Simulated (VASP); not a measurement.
A run of VASP 6.6.1 is set up as follows.

INCAR

```
PREC = Accurate
ENCUT = 910
EDIFF = 1E-6
ISMEAR = -1
SIGMA = 0.05
LREAL = F
LASPH = T
NELM = 120
ALGO = Normal
ISIF = 2
LWAVE = F
LCHARG = F
GGA = VW
NBANDS = 16
GGA_COMPAT = F
```

KPOINTS

```
regular mesh
0
Gamma
  10 10 5
```

File POSCAR:

```
SiC
1.0
    3.0963714546      0.0000000000      0.0000000000
   -1.5481857273      2.6815363392      0.0000000000
    0.0000000000      0.0000000000      5.0814314379
Si C
2 2
Direct
    0.6666666667      0.3333333333      0.5000000000
    0.3333333333      0.6666666667      0.0000000000
    0.6666666667      0.3333333333      0.8850000000
    0.3333333333      0.6666666667      0.3850000000
```

Potentials or basis: VASP PAW PBE potentials, release 64 (Si, C_h).

Launch:

```sh
$ cat potpaw_PBE.64/Si/POTCAR potpaw_PBE.64/C_h/POTCAR > POTCAR
$ mpirun -np 1 vasp_std > vasp.out
```

Task: Predict the largest force.

Result: 0.712 eV/Å.

Task: What does it give for the band gap on the k mesh?

Result: 2.40 eV (least direct gap 3.95 eV).

Task: Estimate the pressure.

Result: -7.2 GPa.

Stress tensor (GPa, compression positive):
```
-5.96  0.00  0.00
 0.00 -5.96  0.00
 0.00  0.00 -9.59
```

Caveat: the cell stands under tension; the PAW data sets were made with another functional, which shifts forces and pressure a little. A k mesh can miss the band edges.
